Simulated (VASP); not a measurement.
# Si2Mo (P4mm) in VASP: a series of runs

The runs below take Si2Mo through single point, with PBEsol.

Program: VASP 6.6.1. These are calculated values, not measurements. Logs are shortened: lines on timing, memory, paths and dates and some standing lists are left out, and cuts for length are marked.

## 1. The cell of the first run

It takes space group P4mm (No. 99, tetragonal). Conventional cell: a = 3.190 Å, b = 3.190 Å, c = 15.343 Å, α = 90.00°, β = 90.00°, γ = 90.00°. Within 3.0 Å of Si (site symmetry 4mm) lie 5 Si at 2.28 to 2.62 Å and 5 Mo at 2.46 to 2.62 Å. Within 3.4 Å of Si (site symmetry 4mm) lie 9 Si at 2.58 to 3.19 Å and 5 Mo at 2.60 to 2.62 Å. Within 3.4 Å of Si (site symmetry 4mm) lie 9 Si at 2.58 to 3.19 Å and 5 Mo at 2.60 to 2.62 Å. Within 3.4 Å of Si (site symmetry 4mm) lie 9 Si at 2.58 to 3.19 Å and 5 Mo at 2.60 to 2.62 Å. Within 3.0 Å of Si (site symmetry 4mm) lie 5 Si at 2.28 to 2.62 Å and 5 Mo at 2.60 to 2.62 Å. Si (site symmetry 4mm) has 5 Mo at 2.32 to 2.60 Å and 9 Si at 2.58 to 3.19 Å within 3.2 Å. Si (site symmetry 4mm) has 9 Si at 2.58 to 3.19 Å and 5 Mo at 2.60 to 2.62 Å within 3.4 Å. Within 3.4 Å of Si (site symmetry 4mm) lie 9 Si at 2.58 to 3.19 Å and 5 Mo at 2.60 to 2.62 Å.

## 2. Single point, PBEsol (the distance across one plane changed)

INCAR reads:

```
SYSTEM = Si2Mo
ALGO = Normal ; EDIFF = 1E-7
ENCUT = 520 ; GGA = PS
ISIF = 2 ; ISMEAR = 0
LASPH = .True. ; LCHARG = .True.
LELF = .True. ; LREAL = .False.
LVHAR = .True. ; LWAVE = .False.
NBANDS = 56 ; NELM = 80
PREC = Accurate ; SIGMA = 0.15
```

KPOINTS reads:

```
k-points
0
Gamma
  15 15 3
  0 0 0
```

POSCAR reads:

```
Si2Mo
1.0
   -3.1900701689      0.0000000000      0.0000000000
    0.0000000000     -3.1900701689      0.0000000000
    0.0000000000      0.0000000000     15.3427680287
Si Mo
8 4
Direct
    0.0000000000      0.0000000000      0.9775270330
    0.5000000000      0.5000000000      0.7226387364
    0.0000000000      0.0000000000      0.4677504399
    0.5000000000      0.5000000000      0.2128621433
    0.0000000000      0.0000000000      0.1261392911
    0.5000000000      0.5000000000      0.8908041807
    0.0000000000      0.0000000000      0.6359158842
    0.5000000000      0.5000000000      0.3810275876
    0.5000000000      0.5000000000      0.5518331620
    1.0000000000      1.0000000000      0.2969448655
    0.5000000000      0.5000000000      0.0420565689
    1.0000000000      1.0000000000      0.8067214586
```

Potentials or basis: VASP PAW PBE potentials, release 64 (Si, Mo_sv).

Started as:

```bash
$ cat potpaw_PBE.64/Si/POTCAR potpaw_PBE.64/Mo_sv/POTCAR > POTCAR
$ mpirun -np 1 vasp_std > vasp.out
```

OUTCAR:

```text
SYSTEM = Si2Mo
   EDIFF = 1E-7
   ENCUT = 520
   GGA = PS
   ISIF = 2
   ISMEAR = 0
   LASPH = .True.
   LREAL = .False.
   NELM = 80
   PREC = Accurate

 ion  position               nearest neighbor table
   1  0.000  0.000  0.978-   5 2.28  11 2.46  11 2.46  11 2.46  11 2.46   6 2.62   6 2.62   6 2.62
                             6 2.62  12 2.62
   2  0.500  0.500  0.723-   6 2.58  12 2.60  12 2.60  12 2.60  12 2.60   7 2.62   7 2.62   7 2.62
                             7 2.62   9 2.62
   3  0.000  0.000  0.468-   7 2.58   9 2.60   9 2.60   9 2.60   9 2.60   8 2.62   8 2.62   8 2.62
                             8 2.62  10 2.62
   4  0.500  0.500  0.213-   8 2.58  10 2.60  10 2.60  10 2.60  10 2.60   5 2.62   5 2.62   5 2.62
                             5 2.62  11 2.62
   5  0.000  0.000  0.126-   1 2.28  11 2.60  11 2.60  11 2.60  11 2.60   4 2.62   4 2.62   4 2.62
                             4 2.62  10 2.62
   6  0.500  0.500  0.891-  11 2.32   2 2.58  12 2.60  12 2.60  12 2.60  12 2.60   1 2.62   1 2.62
                             1 2.62   1 2.62
   7  0.000  0.000  0.636-   3 2.58   9 2.60   9 2.60   9 2.60   9 2.60   2 2.62   2 2.62   2 2.62
                             2 2.62  12 2.62
   8  0.500  0.500  0.381-   4 2.58  10 2.60  10 2.60  10 2.60  10 2.60   3 2.62   3 2.62   3 2.62
                             3 2.62   9 2.62
   9  0.500  0.500  0.552-   3 2.60   3 2.60   3 2.60   3 2.60   7 2.60   7 2.60   7 2.60   7 2.60
                             2 2.62   8 2.62
  10  0.000  0.000  0.297-   8 2.60   8 2.60   8 2.60   8 2.60   4 2.60   4 2.60   4 2.60   4 2.60
                             5 2.62   3 2.62
  11  0.500  0.500  0.042-   6 2.32   1 2.46   1 2.46   1 2.46   1 2.46   5 2.60   5 2.60   5 2.60
                             5 2.60   4 2.62
  12  0.000  0.000  0.807-   6 2.60   6 2.60   6 2.60   6 2.60   2 2.60   2 2.60   2 2.60   2 2.60
                             1 2.62   7 2.62

  LATTYP: Found a simple tetragonal cell.
 ALAT       =     3.1900701689
 C/A-ratio  =     4.8095393569

  Lattice vectors:

 A1 = (  -3.1900701689,   0.0000000000,   0.0000000000)
 A2 = (   0.0000000000,  -3.1900701689,   0.0000000000)
 A3 = (   0.0000000000,   0.0000000000,  15.3427680287)

Analysis of symmetry for initial positions (statically):
=====================================================================
 Subroutine PRICEL returns:
 Original cell was already a primitive cell.

 Routine SETGRP: Setting up the symmetry group for a
 simple tetragonal supercell.

 Subroutine GETGRP returns: Found  8 space group operations
 (whereof  8 operations were pure point group operations)
 out of a pool of 16 trial point group operations.

The static configuration has the point symmetry C_4v.

Analysis of symmetry for dynamics (positions and initial velocities):
=====================================================================
 Subroutine PRICEL returns:
 Original cell was already a primitive cell.

 Routine SETGRP: Setting up the symmetry group for a
 simple tetragonal supercell.

 Subroutine GETGRP returns: Found  8 space group operations
 (whereof  8 operations were pure point group operations)
 out of a pool of 16 trial point group operations.

The dynamic configuration has the point symmetry C_4v.

 Subroutine INISYM returns: Found  8 space group operations
 (whereof  8 operations are pure point group operations),
 and found     1 'primitive' translations

----------------------------------------------------------------------------------------

                                     Primitive cell

  volume of cell :     156.1364

  direct lattice vectors                    reciprocal lattice vectors
    -3.190070169  0.000000000  0.000000000    -0.313472729  0.000000000  0.000000000
     0.000000000 -3.190070169  0.000000000     0.000000000 -0.313472729  0.000000000
     0.000000000  0.000000000 15.342768029     0.000000000  0.000000000  0.065177287

  length of vectors
     3.190070169  3.190070169 15.342768029     0.313472729  0.313472729  0.065177287

  position of ions in fractional coordinates (direct lattice)
     0.000000000  0.000000000  0.977527033
     0.500000000  0.500000000  0.722638736
     0.000000000  0.000000000  0.467750440
     0.500000000  0.500000000  0.212862143
[... 35 lines left out ...]
    -0.020898182  0.000000000  0.000000000     0.066666667  0.000000000  0.000000000
     0.000000000 -0.020898182  0.000000000     0.000000000  0.066666667  0.000000000
     0.000000000  0.000000000  0.021725762     0.000000000  0.000000000  0.333333333

  Length of vectors
     0.020898182  0.020898182  0.021725762

  Shift w.r.t. Gamma in fractional coordinates (k-lattice)
     0.000000000  0.000000000  0.000000000

 Subroutine IBZKPT returns following result:
 ===========================================

 Found     72 irreducible k-points:

 Following reciprocal coordinates:
            Coordinates               Weight
  0.000000  0.000000  0.000000      1.000000
  0.066667  0.000000  0.000000      4.000000
  0.133333  0.000000  0.000000      4.000000
  0.200000  0.000000  0.000000      4.000000
  0.266667  0.000000  0.000000      4.000000
  0.333333  0.000000  0.000000      4.000000
[... 16 lines left out ...]
  0.266667  0.200000  0.000000      8.000000
  0.333333  0.200000  0.000000      8.000000
 [... further k-points ...]
   k-points           NKPTS =     72   k-points in BZ     NKDIM =     72   number of bands    NBANDS=     56
   number of dos      NEDOS =    301   number of ions     NIONS =     12
   total plane-waves  NPLWV =  69120
   dimension x,y,z NGX =    24 NGY =   24 NGZ =  120
   dimension x,y,z NGXF=    48 NGYF=   48 NGZF=  240
   ions per type =               8   4
   NGX,Y,Z   is equivalent  to a cutoff of  12.51, 12.51, 13.00 a.u.
   NGXF,Y,Z  is equivalent  to a cutoff of  25.01, 25.01, 26.01 a.u.
 SYSTEM =  Si2Mo
   PREC   = accura    normal or accurate (medium, high low for compatibility)
   ISTART =      0    job   : 0-new  1-cont  2-samecut
   ICHARG =      2    charge: 1-file 2-atom 10-const
   ISPIN  =      1    spin polarized calculation?
   LNONCOLLINEAR =      F non collinear calculations
   LSORBIT =      F    spin-orbit coupling
   LASPH  =      T    aspherical Exc in radial PAW
   ENCUT  =  520.0 eV  38.22 Ry    6.18 a.u.   5.93  5.93 28.53*2*pi/ulx,y,z
   NELM   =     80;   NELMIN=  2; NELMDL= -5     # of ELM steps
   EDIFF  = 0.1E-06   stopping-criterion for ELM
   LREAL  =      F    real-space projection
   EDIFFG = 0.1E-05   stopping-criterion for IOM
   NSW    =      0    number of steps for IOM
   IBRION =     -1    ionic relax: 0-MD 1-quasi-New 2-CG
   NFREE  =      0    steps in history (QN), initial steepest desc. (CG)
   ISIF   =      2    stress and relaxation
   ISYM   =      2    0-nonsym 1-usesym 2-fastsym
   POTIM  = 0.5000    time-step for ionic-motion
   TEBEG  =    0.0;   TEEND  =   0.0 temperature during run
   PSTRESS=    0.0 pullay stress
   NELECT =      88.0000    total number of electrons
   NUPDOWN=      -1.0000    fix difference up-down
   EMIN   =  10.00;   EMAX   =-10.00  energy-range for DOS
   EFERMI =   0.00;   METHOD = LEGACY
   ISMEAR =     0;   SIGMA  =   0.15  broadening in eV -4-tet -1-fermi 0-gaus
   EFERMI_NEDOS =   21; number of points for ismear=-14 and -15
   IALGO  =     38    algorithm
   IMIX   =      4    mixing-type and parameters
     AMIX     =   0.40;   BMIX     =  1.00
     AMIX_MAG =   1.60;   BMIX_MAG =  1.00
  volume/ion in A,a.u.               =      13.01        87.81
  Fermi-wavevector in a.u.,A,eV,Ry     =   1.352283  2.555445 24.880564  1.828670
  Thomas-Fermi vector in A             =   2.479635
   LORBIT       =      0    0 simple, 1 ext, 2 COOP (PROOUT), +10 PAW based schemes
   GGA     = PS    functional components
   LHFCALC =     F    Hartree Fock is set to
   AEXX    =    0.0000 exact exchange contribution
   IVDW    =     0    specifies the selected vdW correction
   LEPSILON=     F    determine dielectric tensor
   LRPA    =     F    only Hartree local field effects (RPA)
 non-spin polarized calculation
 Gauss-broadening in eV      SIGMA  =   0.15
  energy-cutoff  :      520.00
  volume of cell :      156.14
 maximum number of plane-waves:      4251
 NGX is ok and might be reduce to    24
   NGX = 11   NGY = 11   NGZ = 57

 number of electron      88.0000014 magnetization

 Free energy of the ion-electron system (eV)
  ---------------------------------------------------
  ext. energy  EPLUGINS =         0.00000000
  ---------------------------------------------------
  free energy    TOTEN  =       -99.37983509 eV

  energy without entropy =      -99.36900612  energy(sigma->0) =      -99.37442061

 E-fermi :  12.5876     XC(G=0): -12.6468

 val. band max:       12.5572016530   @ k =   0.2000   0.0667   0.0000
 cond. band min:      12.5940434948   @ k =   0.2000   0.2000   0.0000
 fundamental gap:      0.0368418418
 Fermi energy:        12.5875524286

 k-point     1 :       0.0000    0.0000    0.0000
  band No.  band energies     occupation
      1     -48.0962      2.00000
      2     -48.0788      2.00000
      3     -47.9492      2.00000
      4     -47.7345      2.00000
      5     -22.3104      2.00000
      6     -22.2986      2.00000
[... 1405 lines left out ...]
     55      16.1908      0.00000
     56      16.4088      0.00000

 [... further k-points ...]

------------------------ aborting loop because EDIFF is reached ----------------------------------------

  FORCE on cell =-STRESS in cart. coord.  units (eV):
  Direction    XX          YY          ZZ          XY          YZ          ZX
  --------------------------------------------------------------------------------------
  -------------------------------------------------------------------------------------
  Total        3.3571811      3.3571811     15.1818551      0.0000000      0.0000000      0.0000000
  in kB       34.4493603     34.4493603    155.7870069      0.0000000      0.0000000      0.0000000
  external PRESSURE =      74.8952425 kB  Pullay stress =       0.0000000 kB

 VOLUME and BASIS-vectors are now :
 -----------------------------------------------------------------------------
  energy-cutoff  :      520.00
  volume of cell :      156.14
      direct lattice vectors                 reciprocal lattice vectors
    -3.190070169  0.000000000  0.000000000    -0.313472729  0.000000000  0.000000000
     0.000000000 -3.190070169  0.000000000     0.000000000 -0.313472729  0.000000000
     0.000000000  0.000000000 15.342768029     0.000000000  0.000000000  0.065177287

 POSITION                                       TOTAL-FORCE (eV/Angst)
 -----------------------------------------------------------------------------------
      0.00000      0.00000     14.99797         0.000000     -0.000000     -4.144374
     -1.59504     -1.59504     11.08728        -0.000000     -0.000000      0.189598
      0.00000      0.00000      7.17659         0.000000     -0.000000      0.126731
     -1.59504     -1.59504      3.26589         0.000000     -0.000000      0.292768
      0.00000      0.00000      1.93533         0.000000     -0.000000      2.056232
     -1.59504     -1.59504     13.66740         0.000000     -0.000000     -2.436829
      0.00000      0.00000      9.75671        -0.000000     -0.000000      0.208975
     -1.59504     -1.59504      5.84602         0.000000     -0.000000      0.141197
     -1.59504     -1.59504      8.46665         0.000000      0.000000     -0.351687
      0.00000      0.00000      4.55596         0.000000     -0.000000     -0.318197
     -1.59504     -1.59504      0.64526         0.000000      0.000000      5.066917
      0.00000      0.00000     12.37734        -0.000000     -0.000000     -0.831331
 -----------------------------------------------------------------------------------
    total drift:                               -0.000000      0.000000      0.000224

  FREE ENERGIE OF THE ION-ELECTRON SYSTEM (eV)
  ---------------------------------------------------
  free  energy   TOTEN  =       -99.3798350922 eV

  energy  without entropy=      -99.3690061237  energy(sigma->0) =      -99.37442061
```

Wall time 7.9 min (1 thread of Intel Xeon 6975P-C (Granite Rapids), shared host); peak memory 0.54 GiB.

What came out:

```
Free energy            : -99.3798 eV
Pressure               : 7.5 GPa
Largest force          : 5.067 eV/Å
Band gap on the k mesh : zero (bands 44 and 45 overlap by 0.68 eV)
```

Forces on the atoms (eV/Å):
```
Si   0.000  0.000 -4.144
Si   0.000  0.000  0.190
Si   0.000  0.000  0.127
Si   0.000  0.000  0.293
Si   0.000  0.000  2.056
Si   0.000  0.000 -2.437
Si   0.000  0.000  0.209
Si   0.000  0.000  0.141
Mo   0.000  0.000 -0.352
Mo   0.000  0.000 -0.318
Mo   0.000  0.000  5.067
Mo   0.000  0.000 -0.831
```

Stress tensor (GPa, compression positive):
```
 3.44  0.00  0.00
 0.00  3.44  0.00
 0.00  0.00 15.58
```

Caveat: the cell differs from its parent crystal (the distance across one plane changed); the cell stands under pressure; the PAW data sets were made with another functional, which shifts forces and pressure a little.

## 3. Single point, PBEsol (the distance across one plane changed)

INCAR reads:

```
ALGO = Normal
EDIFF = 1E-6
ENCUT = 520
GGA = PS
ISIF = 2
ISMEAR = 0
LASPH = True
LCHARG = False
LREAL = False
LWAVE = False
NBANDS = 56
NELM = 60
PREC = Accurate
SIGMA = 0.15
```

KPOINTS reads:

```
k-points
0
Gamma
  15 15 3
```

POSCAR reads:

```
Si2Mo
1.0
   -3.1900701689      0.0000000000      0.0000000000
    0.0000000000     -3.1900701689      0.0000000000
    0.0000000000      0.0000000000     16.6427680287
Si Mo
8 4
Direct
    0.0000000000      0.0000000000      0.9011704353
    0.5000000000      0.5000000000      0.6661919749
    0.0000000000      0.0000000000      0.4312135146
    0.5000000000      0.5000000000      0.1962350543
    0.0000000000      0.0000000000      0.1162862980
    0.5000000000      0.5000000000      0.8212216790
    0.0000000000      0.0000000000      0.5862432187
    0.5000000000      0.5000000000      0.3512647583
    0.5000000000      0.5000000000      0.5087283666
    1.0000000000      1.0000000000      0.2737499063
    0.5000000000      0.5000000000      0.0387714460
    1.0000000000      1.0000000000      0.7437068270
```

Potentials or basis: VASP PAW PBE potentials, release 64 (Si, Mo_sv).

Started as:

```bash
$ cat potpaw_PBE.64/Si/POTCAR potpaw_PBE.64/Mo_sv/POTCAR > POTCAR
$ mpirun -np 1 vasp_std > vasp.out
```

It took 9.9 min on 1 thread of Intel Xeon Platinum 8488C (Sapphire Rapids), shared host; peak memory 0.57 GiB.

Results (log left out):

- Free energy: -97.6667 eV
- Pressure: -4.7 GPa
- Largest force: 1.964 eV/Å
- Band gap on the k mesh: zero (bands 44 and 45 overlap by 0.87 eV)

Forces on the atoms (eV/Å):
```
Si   0.000  0.000  1.964
Si   0.000  0.000 -0.223
Si   0.000  0.000 -0.152
Si   0.000  0.000 -0.623
Si   0.000  0.000 -1.017
Si   0.000  0.000  0.319
Si   0.000  0.000 -0.137
Si   0.000  0.000 -0.048
Mo   0.000  0.000  0.284
Mo   0.000  0.000  0.230
Mo   0.000  0.000 -1.270
Mo   0.000  0.000  0.674
```

Stress tensor (GPa, compression positive):
```
-2.80  0.00  0.00
 0.00 -2.80  0.00
 0.00  0.00 -8.43
```

Levels at points of the mesh, in eV from the Fermi level:
```csv
k point,band 42,band 43,band 44,band 45,band 46,band 47
"(0.00, 0.00, 0.00)",0.00,0.28,0.48,0.61,0.83,1.17
```

Caveat: the cell differs from its parent crystal (the distance across one plane changed); the cell stands under tension; the PAW data sets were made with another functional, which shifts forces and pressure a little.
